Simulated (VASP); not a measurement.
The system is NaCa3.

```
CELL_PARAMETERS angstrom
0.00000 4.33733 4.33733
4.33733 0.00000 4.33733
4.33733 4.33733 0.00000
ATOMIC_POSITIONS crystal
Na 0.00000 0.00000 0.00000
Ca 0.25000 0.25000 0.25000
Ca 0.75000 0.75000 0.75000
Ca 0.50000 0.50000 0.50000
```

| Item | Value |
| --- | --- |
| Program | VASP 6.6.1 |
| Task | relaxation of cell and atoms |
| Functional | LDA |
| Potentials or basis | VASP PAW LDA potentials, release 64 (Na_pv, Ca_sv) |
| Cutoff | 600 eV |
| k mesh | 5 × 5 × 5 |
| Occupations | gaussian, width 0.02 eV |
| Spin | no spin polarisation |

At the start: pressure -1.3 GPa; volume 40.80 Å³/atom.

Q: Where does the relaxation end?

A: Over 3 steps the energy falls by 16.2 meV/atom and the volume is 37.25 Å³/atom (-8.7 %); space group Fm-3m (No. 225, to 0.05 Å).

The path:
| step | energy change (eV) | largest force (eV/Å) | pressure (GPa) | volume (Å³) |
| --- | --- | --- | --- | --- |
| 1 | 0.0000 | 0.0000 | -1.35 | 163.19 |
| 2 | -0.0508 | 0.0000 | -0.68 | 155.23 |
| 3 | -0.0646 | 0.0000 | -0.02 | 149.02 |

Final structure:
```yaml
crystal:
  lattice:
    - [0.00000, 4.20792, 4.20792]
    - [4.20792, 0.00000, 4.20792]
    - [4.20792, 4.20792, 0.00000]
  atoms:
    - { symbol: Na, position: [0.00000, 0.00000, 0.00000] }
    - { symbol: Ca, position: [0.25000, 0.25000, 0.25000] }
    - { symbol: Ca, position: [0.75000, 0.75000, 0.75000] }
    - { symbol: Ca, position: [0.50000, 0.50000, 0.50000] }
```
